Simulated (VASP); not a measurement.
Set up this calculation in VASP 6.6.1, as the native input.

```yaml
Task: single point
Functional: PBE
Potentials_or_basis: VASP PAW PBE potentials, release 64 (Ba_sv)
Cutoff: 520 eV
k_mesh: 14 × 14 × 14
Occupations: gaussian, width 0.15 eV
Spin: no spin polarisation
Dipole_correction: no
Further_INCAR_settings: ALGO = Normal; EDIFF = 1e-06; NBANDS = 11
```

The structure of Ba lies in POSCAR:

```
Ba
1.0
   -2.4250000000      2.4250000000      2.4250000000
    2.4250000000     -2.4250000000      2.4250000000
    2.4250000000      2.4250000000     -2.4250000000
Ba
1
Direct
    0.0000000000      0.0000000000      0.0000000000
```

This cell differs from its parent crystal: strain -0.030 along x and y, -0.030 along z.

One way to write it, as run:

INCAR

```
PREC = Accurate ; ENCUT = 520
EDIFF = 1E-6 ; ISMEAR = 0
SIGMA = 0.15 ; LREAL = F
LASPH = T ; NELM = 80
ALGO = Normal ; ISIF = 2
LWAVE = F ; LCHARG = F
GGA = PE ; NBANDS = 11
```

KPOINTS

```
regular mesh
0
Gamma
  14 14 14
```

Potentials or basis: VASP PAW PBE potentials, release 64 (Ba_sv).

Launch:

```sh
$ cat potpaw_PBE.64/Ba_sv/POTCAR > POTCAR
$ mpirun -np 1 vasp_std > vasp.out
```

It gave:

| Item | Value |
| --- | --- |
| Pressure | 1.1 GPa |
| Band gap on the k mesh | zero (bands 5 and 6 overlap by 1.22 eV) |

Caveat: the cell differs from its parent crystal (strain -0.030 along x and y, -0.030 along z); spin-orbit coupling is left out, which moves the levels of the heavy elements.

Run time: 16 s on 1 thread of AMD EPYC 9R45 96-Core Processor (Zen 5), on a shared host, peak memory 0.18 GiB.
